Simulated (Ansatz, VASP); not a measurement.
Co in VASP and in Ansatz

```
CELL_PARAMETERS angstrom
2.47810 0.00000 0.00000
-1.23905 2.14610 0.00000
0.00000 0.00000 3.99270
ATOMIC_POSITIONS crystal
Co 0.33333 0.66667 0.25000
Co 0.66667 0.33333 0.75000
```

Alike in both runs: task single point; functional RPBE; k mesh 14 × 14 × 8; occupations fermi-dirac, width 0.1 eV; non-collinear spin, spin-orbit coupling.

|  | VASP | Ansatz |
| --- | --- | --- |
| version | VASP 6.6.1 | Ansatz 0.2.0 |
| potentials or method | VASP PAW PBE potentials, release 64 (Co), cutoff 520 eV | plane waves (420 eV) with PAW, fully relativistic with spin-orbit coupling |
| valence electrons in the cell | 18 | 34 |

|  | VASP | Ansatz | Ansatz less VASP |
| --- | --- | --- | --- |
| net moment per atom (μB) | 0.00 | 0.00 | 0.000 |

VASP's potentials were made for PBE, not for RPBE. VASP's potentials hold 18 valence electrons a cell and Ansatz's 34, so a difference there can come from the potentials and not from the codes.
